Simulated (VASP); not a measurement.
Write the native input for VASP 6.6.1 that does the following.

| Property | Result |
| --- | --- |
| Task | single point |
| Functional | PBE |
| Potentials or basis | VASP PAW PBE potentials, release 64 (Al, N) |
| Cutoff | 600 eV |
| k mesh | 10 × 10 × 10 |
| Occupations | gaussian, width 0.05 eV |
| Spin | no spin polarisation |
| Dipole correction | no |
| Further INCAR settings | ALGO = Normal; EDIFF = 1e-06; NBANDS = 11 |

The structure of AlN lies in POSCAR:

```
AlN
1.0
    0.0000000000      2.2015871043      2.2015871043
    2.2015871043      0.0000000000      2.2015871043
    2.2015871043      2.2015871043      0.0000000000
Al N
1 1
Direct
    0.0029474915     -0.0029474915     -0.0029474915
    0.7443222778      0.7556777222      0.7556777222
```

The input as run:

INCAR

```
SYSTEM = AlN
PREC = Accurate ; ENCUT = 600
EDIFF = 1E-6 ; ISMEAR = 0
SIGMA = 0.05 ; LREAL = .FALSE.
LASPH = .TRUE. ; NELM = 120
ALGO = Normal ; ISIF = 2
LWAVE = .FALSE. ; LCHARG = .TRUE.
GGA = PE ; LELF = .TRUE.
LVHAR = .TRUE. ; NBANDS = 11
GGA_COMPAT = .FALSE.
```

KPOINTS

```
regular mesh
0
G
  10 10 10
  0 0 0
```

Potentials or basis: VASP PAW PBE potentials, release 64 (Al, N).

The run is started by

```bash
$ cat potpaw_PBE.64/Al/POTCAR potpaw_PBE.64/N/POTCAR > POTCAR
$ mpirun -np 1 vasp_std > vasp.out
```

Results of the run:

The pressure is -0.2 GPa. The largest force is 0.520 eV/Å. The band gap on the k mesh is 3.21 eV, indirect (least direct gap 3.88 eV).

Wall time 40 s on 1 thread of Intel Xeon 6975P-C, with other jobs on the host, peak memory 0.18 GiB.
